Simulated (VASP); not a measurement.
Here is a VASP 6.6.1 calculation.

INCAR

```
PREC = Accurate
ENCUT = 520
EDIFF = 1E-6
ISMEAR = 0
SIGMA = 0.02
LREAL = False
LASPH = True
NELM = 100
ALGO = Normal
ISIF = 2
LWAVE = False
LCHARG = False
GGA = PE
NBANDS = 66
```

The input KPOINTS:

```
Automatic mesh
0
Gamma
  6 6 6
```

POSCAR

```
InGa2N3
1.0
    4.9700027174     -2.8667614950      0.0000000000
    4.9700027174      2.8667614950      0.0000000000
    0.0000000000      0.0000000000      5.3534124563
In Ga N
2 4 6
Direct
    0.3251912076      0.6748087924      0.9897112474
    0.6748087924      0.3251912076      0.4897112474
    0.0069951176      0.3338792547      0.9925954615
    0.6661207453      0.9930048824      0.9925954615
    0.9930048824      0.6661207453      0.4925954615
    0.3338792547      0.0069951176      0.4925954615
    0.0265849077      0.3336489776      0.3589577866
    0.6663510224      0.9734150923      0.3589577866
    0.9734150923      0.6663510224      0.8589577866
    0.3336489776      0.0265849077      0.8589577866
    0.3078093335      0.6921906665      0.3951832564
    0.6921906665      0.3078093335      0.8951832564
```

Potentials or basis: VASP PAW PBE potentials, release 64 (In_d, Ga_d, N).

Command:

```console
$ cat potpaw_PBE.64/In_d/POTCAR potpaw_PBE.64/Ga_d/POTCAR potpaw_PBE.64/N/POTCAR > POTCAR
$ mpirun -np 1 vasp_std > vasp.out
```

(1) What does it give for the pressure?

(2) What does it give for the band gap on the k mesh?

(3) What does it give for the largest force?

Results:

(1) 4.2 GPa.

(2) 1.00 eV, direct.

(3) 0.019 eV/Å.

Caveat: spin-orbit coupling is left out, which moves the levels of the heavy elements.
